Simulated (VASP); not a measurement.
# CoSi (NiAs type) (P6_3/mmc) in VASP: notebook

CoSi (NiAs type) is run at these levels: PBE; tasks: single point.

Everything below comes from runs of VASP 6.6.1. Logs are shortened: lines on timing, memory, paths and dates and some standing lists are left out, and cuts for length are marked.

## (1) The cell of the first run

The structure is hexagonal, space group P6_3/mmc (No. 194). Conventional cell: a = 2.953 Å, b = 2.953 Å, c = 4.739 Å, α = 90.00°, β = 90.00°, γ = 120.00°. Within 2.7 Å of Co (site symmetry -3m) lie 6 Si at 2.08 Å and 2 Co at 2.37 Å. Si (site symmetry -6m2) has 6 Co at 2.08 Å within 2.7 Å.

## (2) Single point, PBE

File INCAR:

```
ALGO = Normal
EDIFF = 1E-7
ENCUT = 520
GGA = PE
ISIF = 2
ISMEAR = -1
LASPH = True
LCHARG = False
LREAL = False
LWAVE = False
NBANDS = 21
NELM = 60
PREC = Accurate
SIGMA = 0.08
```

File KPOINTS:

```
k-points
0
Gamma
  12 12 7
```

File POSCAR:

```
CoSi
1.0
    2.9531969963      0.0000000000      0.0000000000
   -1.4765984982      2.5575436211      0.0000000000
    0.0000000000      0.0000000000      4.7392239132
Co Si
2 2
Direct
    0.0000000000      0.0000000000      0.0000000000
    0.0000000000      0.0000000000      0.5000000000
    0.3333333333      0.6666666667      0.2500000000
    0.6666666667      0.3333333333      0.7500000000
```

Potentials or basis: VASP PAW PBE potentials, release 64 (Co, Si).

Run with:

```console
cat potpaw_PBE.64/Co/POTCAR potpaw_PBE.64/Si/POTCAR > POTCAR
mpirun -np 1 vasp_std > vasp.out
```

OUTCAR:

```text
EDIFF = 1E-7
   ENCUT = 520
   GGA = PE
   ISIF = 2
   ISMEAR = -1
   LASPH = True
   LREAL = False
   NELM = 60
   PREC = Accurate

 ion  position               nearest neighbor table
   1  0.000  0.000  0.000-   3 2.08   4 2.08   3 2.08   4 2.08   4 2.08   3 2.08   2 2.37   2 2.37

   2  0.000  0.000  0.500-   3 2.08   4 2.08   3 2.08   4 2.08   4 2.08   3 2.08   1 2.37   1 2.37

   3  0.333  0.667  0.250-   1 2.08   2 2.08   1 2.08   2 2.08   1 2.08   2 2.08   4 2.92   4 2.92
                             4 2.92   4 2.92   4 2.92   4 2.92
   4  0.667  0.333  0.750-   1 2.08   2 2.08   1 2.08   2 2.08   1 2.08   2 2.08   3 2.92   3 2.92
                             3 2.92   3 2.92   3 2.92   3 2.92

  LATTYP: Found a hexagonal cell.
 ALAT       =     2.9531969963
 C/A-ratio  =     1.6047774392

  Lattice vectors:

 A1 = (   2.9531969963,   0.0000000000,   0.0000000000)
 A2 = (  -1.4765984982,   2.5575436211,   0.0000000000)
 A3 = (   0.0000000000,   0.0000000000,   4.7392239132)

Analysis of symmetry for initial positions (statically):
=====================================================================
 Subroutine PRICEL returns:
 Original cell was already a primitive cell.

 Routine SETGRP: Setting up the symmetry group for a
 hexagonal supercell.

 Subroutine GETGRP returns: Found 24 space group operations
 (whereof 12 operations were pure point group operations)
 out of a pool of 24 trial point group operations.

The static configuration has the point symmetry D_3d.
 The point group associated with its full space group is D_6h.

Analysis of symmetry for dynamics (positions and initial velocities):
=====================================================================
 Subroutine PRICEL returns:
 Original cell was already a primitive cell.

 Routine SETGRP: Setting up the symmetry group for a
 hexagonal supercell.

 Subroutine GETGRP returns: Found 24 space group operations
 (whereof 12 operations were pure point group operations)
 out of a pool of 24 trial point group operations.

The dynamic configuration has the point symmetry D_3d.
 The point group associated with its full space group is D_6h.

 Subroutine INISYM returns: Found 24 space group operations
 (whereof 12 operations are pure point group operations),
 and found     1 'primitive' translations

----------------------------------------------------------------------------------------

                                     Primitive cell

  volume of cell :      35.7950

  direct lattice vectors                    reciprocal lattice vectors
     2.953196996  0.000000000  0.000000000     0.338616083  0.195500087  0.000000000
    -1.476598498  2.557543621  0.000000000     0.000000000  0.391000174  0.000000000
     0.000000000  0.000000000  4.739223913     0.000000000  0.000000000  0.211005012

  length of vectors
     2.953196996  2.953196996  4.739223913     0.391000174  0.391000174  0.211005012

  position of ions in fractional coordinates (direct lattice)
     0.000000000  0.000000000  0.000000000
     0.000000000  0.000000000  0.500000000
     0.333333333  0.666666667  0.250000000
     0.666666667  0.333333333  0.750000000

  ion indices of the primitive-cell ions
   primitive index   ion index
                 1           1
                 2           2
                 3           3
                 4           4

----------------------------------------------------------------------------------------

 KPOINTS: k-points

Automatic generation of k-mesh.
 Grid dimensions read from file:
 generate k-points for:   12   12    7

 Generating k-lattice:

  Cartesian coordinates                     Fractional coordinates (reciprocal lattice)
     0.028218007  0.016291674  0.000000000     0.083333333  0.000000000  0.000000000
     0.000000000  0.032583348  0.000000000     0.000000000  0.083333333  0.000000000
     0.000000000  0.000000000  0.030143573     0.000000000  0.000000000  0.142857143

  Length of vectors
     0.032583348  0.032583348  0.030143573

  Shift w.r.t. Gamma in fractional coordinates (k-lattice)
     0.000000000  0.000000000  0.000000000

 Subroutine IBZKPT returns following result:
 ===========================================

 Found     76 irreducible k-points:

 Following reciprocal coordinates:
            Coordinates               Weight
  0.000000  0.000000  0.000000      1.000000
  0.083333 -0.000000  0.000000      6.000000
  0.166667 -0.000000  0.000000      6.000000
  0.250000 -0.000000  0.000000      6.000000
  0.333333 -0.000000  0.000000      6.000000
  0.416667  0.000000  0.000000      6.000000
[... 16 lines left out ...]
  0.250000 -0.000000  0.142857     12.000000
  0.333333 -0.000000  0.142857     12.000000
 [... further k-points ...]
   k-points           NKPTS =     76   k-points in BZ     NKDIM =     76   number of bands    NBANDS=     21
   number of dos      NEDOS =    301   number of ions     NIONS =      4
   total plane-waves  NPLWV =  20736
   dimension x,y,z NGX =    24 NGY =   24 NGZ =   36
   dimension x,y,z NGXF=    48 NGYF=   48 NGZF=   72
   ions per type =               2   2
   NGX,Y,Z   is equivalent  to a cutoff of  13.51, 13.51, 12.63 a.u.
   NGXF,Y,Z  is equivalent  to a cutoff of  27.02, 27.02, 25.26 a.u.
 SYSTEM =  unknown system
   PREC   = accura    normal or accurate (medium, high low for compatibility)
   ISTART =      0    job   : 0-new  1-cont  2-samecut
   ICHARG =      2    charge: 1-file 2-atom 10-const
   ISPIN  =      1    spin polarized calculation?
   LNONCOLLINEAR =      F non collinear calculations
   LSORBIT =      F    spin-orbit coupling
   LASPH  =      T    aspherical Exc in radial PAW
   ENCUT  =  520.0 eV  38.22 Ry    6.18 a.u.   5.49  5.49  8.81*2*pi/ulx,y,z
   NELM   =     60;   NELMIN=  2; NELMDL= -5     # of ELM steps
   EDIFF  = 0.1E-06   stopping-criterion for ELM
   LREAL  =      F    real-space projection
   EDIFFG = 0.1E-05   stopping-criterion for IOM
   NSW    =      0    number of steps for IOM
   IBRION =     -1    ionic relax: 0-MD 1-quasi-New 2-CG
   NFREE  =      0    steps in history (QN), initial steepest desc. (CG)
   ISIF   =      2    stress and relaxation
   ISYM   =      2    0-nonsym 1-usesym 2-fastsym
   POTIM  = 0.5000    time-step for ionic-motion
   TEBEG  =    0.0;   TEEND  =   0.0 temperature during run
   PSTRESS=    0.0 pullay stress
   NELECT =      26.0000    total number of electrons
   NUPDOWN=      -1.0000    fix difference up-down
   EMIN   =  10.00;   EMAX   =-10.00  energy-range for DOS
   EFERMI =   0.00;   METHOD = LEGACY
   ISMEAR =    -1;   SIGMA  =   0.08  broadening in eV -4-tet -1-fermi 0-gaus
   EFERMI_NEDOS =   21; number of points for ismear=-14 and -15
   IALGO  =     38    algorithm
   IMIX   =      4    mixing-type and parameters
     AMIX     =   0.40;   BMIX     =  1.00
     AMIX_MAG =   1.60;   BMIX_MAG =  1.00
  volume/ion in A,a.u.               =       8.95        60.39
  Fermi-wavevector in a.u.,A,eV,Ry     =   1.471607  2.780933 29.465129  2.165626
  Thomas-Fermi vector in A             =   2.586722
   LORBIT       =      0    0 simple, 1 ext, 2 COOP (PROOUT), +10 PAW based schemes
   GGA     = PE    functional components
   LHFCALC =     F    Hartree Fock is set to
   AEXX    =    0.0000 exact exchange contribution
   IVDW    =     0    specifies the selected vdW correction
   LEPSILON=     F    determine dielectric tensor
   LRPA    =     F    only Hartree local field effects (RPA)
 non-spin polarized calculation
  energy-cutoff  :      520.00
  volume of cell :       35.80
 maximum number of plane-waves:       996
 NGX is ok and might be reduce to    24
   NGX = 11   NGY = 11   NGZ = 17

 number of electron      25.9999996 magnetization

 Free energy of the ion-electron system (eV)
  ---------------------------------------------------
  ext. energy  EPLUGINS =         0.00000000
  ---------------------------------------------------
  free energy    TOTEN  =       -22.59053478 eV

  energy without entropy =      -22.55884665  energy(sigma->0) =      -22.57469071

 E-fermi :  15.2964     XC(G=0): -13.7898

 val. band max:       15.2269341287   @ k =   0.3333   0.1667   0.0000
 cond. band min:      15.3306597087   @ k =   0.3333   0.0833   0.0000
 fundamental gap:      0.1037255799
 Fermi energy:        15.2963521944

 k-point     1 :       0.0000    0.0000    0.0000
  band No.  band energies     occupation
      1       0.3303      2.00000
      2       6.3228      2.00000
      3       6.5821      2.00000
      4      10.2599      2.00000
      5      10.5462      2.00000
      6      10.5462      2.00000
[... 13 lines left out ...]
     20      24.7978      0.00000
     21      24.7978      0.00000

 k-point     2 :       0.0833   -0.0000    0.0000
  band No.  band energies     occupation
      1       0.4933      2.00000
      2       6.3606      2.00000
      3       6.7470      2.00000
      4      10.2659      2.00000
      5      10.4872      2.00000
      6      10.5702      2.00000
[... 13 lines left out ...]
     20      25.5976      0.00000
     21      25.8462      0.00000

 k-point     3 :       0.1667   -0.0000    0.0000
  band No.  band energies     occupation
      1       0.9768      2.00000
      2       6.4666      2.00000
      3       7.2300      2.00000
      4      10.1887      2.00000
      5      10.2929      2.00000
      6      10.5977      2.00000
[... 13 lines left out ...]
     20      26.1246      0.00000
     21      27.1345      0.00000

 k-point     4 :       0.2500   -0.0000    0.0000
  band No.  band energies     occupation
      1       1.7635      2.00000
      2       6.6153      2.00000
      3       7.9866      2.00000
      4       9.5665      2.00000
      5      10.2527      2.00000
      6      10.5574      2.00000
[... 13 lines left out ...]
     20      25.4823      0.00000
     21      25.5085      0.00000

 k-point     5 :       0.3333   -0.0000    0.0000
  band No.  band energies     occupation
      1       2.8215      2.00000
      2       6.7446      2.00000
      3       8.5896      2.00000
      4       8.8928      2.00000
      5      10.1831      2.00000
      6      10.4628      2.00000
[... 13 lines left out ...]
     20      24.5324      0.00000
     21      24.5682      0.00000

 k-point     6 :       0.4167    0.0000    0.0000
  band No.  band energies     occupation
      1       4.0952      2.00000
      2       6.5982      2.00000
      3       7.5526      2.00000
      4       9.6131      2.00000
      5      10.1170      2.00000
      6      10.3772      2.00000
[... 13 lines left out ...]
     20      23.8133      0.00000
     21      24.6406      0.00000

 k-point     7 :       0.5000   -0.0000    0.0000
  band No.  band energies     occupation
      1       5.3563      2.00000
      2       5.6232      2.00000
      3       7.2840      2.00000
      4       9.8283      2.00000
      5      10.0932      2.00000
      6      10.3441      2.00000
[... 13 lines left out ...]
     20      23.5386      0.00000
     21      24.6771      0.00000
[... 291 lines left out ...]
      1       0.4710      2.00000
      2       4.9868      2.00000
      3       7.9383      2.00000
      4      10.3096      2.00000
      5      10.6188      2.00000
      6      10.6188      2.00000
[... 13 lines left out ...]
     20      24.8154      0.00000
     21      24.8154      0.00000

 k-point    21 :       0.0833   -0.0000    0.1429
  band No.  band energies     occupation
      1       0.6331      2.00000
      2       5.1026      2.00000
      3       8.0179      2.00000
      4      10.3210      2.00000
      5      10.5548      2.00000
      6      10.6446      2.00000
[... 13 lines left out ...]
     20      25.6109      0.00000
     21      25.8620      0.00000

 k-point    22 :       0.1667   -0.0000    0.1429
  band No.  band energies     occupation
      1       1.1139      2.00000
      2       5.4279      2.00000
      3       8.2526      2.00000
      4      10.2633      2.00000
      5      10.3592      2.00000
      6      10.6772      2.00000
[... 13 lines left out ...]
     20      25.7801      0.00000
     21      26.8263      0.00000

 k-point    23 :       0.2500   -0.0000    0.1429
  band No.  band energies     occupation
      1       1.8957      2.00000
      2       5.8910      2.00000
      3       8.6028      2.00000
      4       9.6773      2.00000
      5      10.3414      2.00000
      6      10.6419      2.00000
[... 13 lines left out ...]
     20      24.6785      0.00000
     21      25.6658      0.00000

 k-point    24 :       0.3333   -0.0000    0.1429
  band No.  band energies     occupation
      1       2.9465      2.00000
      2       6.3595      2.00000
      3       8.5287      2.00000
      4       9.1813      2.00000
      5      10.3012      2.00000
      6      10.5508      2.00000
[... 13 lines left out ...]
     20      24.4368      0.00000
     21      25.3647      0.00000

 [... further k-points ...]

------------------------ aborting loop because EDIFF is reached ----------------------------------------

  FORCE on cell =-STRESS in cart. coord.  units (eV):
  Direction    XX          YY          ZZ          XY          YZ          ZX
  --------------------------------------------------------------------------------------
  -------------------------------------------------------------------------------------
  Total       26.3278424     26.3278424     26.3692080     -0.0000000      0.0000000      0.0000000
  in kB     1178.4282811   1178.4282810   1180.2797944     -0.0000000      0.0000000      0.0000000
  external PRESSURE =    1179.0454522 kB  Pullay stress =       0.0000000 kB

 VOLUME and BASIS-vectors are now :
 -----------------------------------------------------------------------------
  energy-cutoff  :      520.00
  volume of cell :       35.80
      direct lattice vectors                 reciprocal lattice vectors
     2.953196996  0.000000000  0.000000000     0.338616083  0.195500087  0.000000000
    -1.476598498  2.557543621  0.000000000     0.000000000  0.391000174  0.000000000
     0.000000000  0.000000000  4.739223913     0.000000000  0.000000000  0.211005012

 POSITION                                       TOTAL-FORCE (eV/Angst)
 -----------------------------------------------------------------------------------
      0.00000      0.00000      0.00000         0.000000      0.000000      0.000000
      0.00000      0.00000      2.36961         0.000000      0.000000      0.000000
     -0.00000      1.70503      1.18481        -0.000000      0.000000     -0.000000
      1.47660      0.85251      3.55442         0.000000      0.000000      0.000000
 -----------------------------------------------------------------------------------
    total drift:                               -0.000000      0.000000      0.000000

  FREE ENERGIE OF THE ION-ELECTRON SYSTEM (eV)
  ---------------------------------------------------
  free  energy   TOTEN  =       -22.5905347762 eV

  energy  without entropy=      -22.5588466472  energy(sigma->0) =      -22.57469071
```

Wall time 20 s (1 thread of Intel Xeon 6975P-C (Granite Rapids), shared host); peak memory 0.18 GiB.

What came out:

- Free energy: -22.5905 eV
- Pressure: 117.9 GPa
- Band gap on the k mesh: zero (bands 13 and 14 overlap by 3.45 eV)

Caveat: the cell stands under pressure; the run has no spin polarisation, though such a crystal can be magnetic. Spin polarisation is off, so any magnetic state and its effect on volume and gap are missing.

## (3) Single point, PBE (8.95 Å³/atom)

File INCAR:

```
ALGO = Normal
EDIFF = 1E-6
ENCUT = 520
GGA = PE
ISIF = 2
ISMEAR = -1
LASPH = True
LCHARG = False
LREAL = False
LWAVE = False
NBANDS = 21
NELM = 100
PREC = Accurate
SIGMA = 0.08
```

KPOINTS is that of step 2.

POSCAR, as its differences from that of step 2:

```diff
@@ -2,3 +2,3 @@
 1.0
-    2.9531969963      0.0000000000      0.0000000000
+    2.9531969962      0.0000000000      0.0000000000
    -1.4765984982      2.5575436211      0.0000000000
```

Potentials or basis: VASP PAW PBE potentials, release 64 (Co, Si).

Run with:

```console
cat potpaw_PBE.64/Co/POTCAR potpaw_PBE.64/Si/POTCAR > POTCAR
mpirun -np 1 vasp_std > vasp.out
```

Wall time 18 s (1 thread of Intel Xeon 6975P-C (Granite Rapids), shared host); peak memory 0.18 GiB.

The run converged. Its results:

```yaml
Free_energy: -22.5905 eV
Pressure: 117.8 GPa
Band_gap_on_the_k_mesh: zero (bands 13 and 14 overlap by 3.45 eV)
```

Stress tensor (GPa, compression positive):
```
117.74   0.00   0.00
  0.00 117.74   0.00
  0.00   0.00 117.94
```

Levels at points of the mesh, in eV from the Fermi level:
```
           k point  band 11  band 12  band 13  band 14  band 15  band 16
(0.00, 0.00, 0.00)    -1.40    -1.40     1.08     5.44     5.44     7.03
(0.50, 0.00, 0.00)    -1.77    -1.25    -1.14    -0.83     0.16     3.66
```

Caveat: the cell stands under pressure; the run has no spin polarisation, though such a crystal can be magnetic. Spin polarisation is off, so any magnetic state and its effect on volume and gap are missing.

## (4) Single point, PBE (8.95 Å³/atom)

File INCAR:

```
SYSTEM = CoSi
PREC = Accurate
ENCUT = 520
EDIFF = 1E-7
ISMEAR = -1
SIGMA = 0.08
LREAL = .FALSE.
LASPH = .TRUE.
NELM = 100
ALGO = Normal
ISIF = 2
LWAVE = .FALSE.
LCHARG = .FALSE.
GGA = PE
NBANDS = 21
```

File KPOINTS:

```
regular mesh
0
G
  12 12 7
  0 0 0
```

POSCAR is that of step 3.

Run with:

```console
cat potpaw_PBE.64/Co/POTCAR potpaw_PBE.64/Si/POTCAR > POTCAR
mpirun -np 1 vasp_std > vasp.out
```

Run time: 21 s. Hardware: 1 thread of Intel Xeon 6975P-C (Granite Rapids), shared host; peak memory 0.18 GiB.

The run converged. Its results:

* Free energy: -22.5905 eV
* Pressure: 117.9 GPa
* Band gap on the k mesh: zero (bands 13 and 14 overlap by 3.45 eV)

Stress tensor (GPa, compression positive):
```
117.84   0.00   0.00
  0.00 117.84   0.00
  0.00   0.00 118.03
```

Levels at points of the mesh, in eV from the Fermi level:
| k point | band 9 | band 10 | band 11 | band 12 | band 13 | band 14 | band 15 | band 16 | band 17 | band 18 |
| --- | --- | --- | --- | --- | --- | --- | --- | --- | --- | --- |
| (0.00, 0.00, 0.00) | -3.25 | -3.25 | -1.40 | -1.40 | 1.08 | 5.44 | 5.44 | 7.03 | 8.00 | 8.84 |
| (0.50, 0.00, 0.00) | -2.18 | -2.01 | -1.77 | -1.25 | -1.14 | -0.83 | 0.16 | 3.66 | 4.32 | 7.68 |

Caveat: the cell stands under pressure; the run has no spin polarisation, though such a crystal can be magnetic.
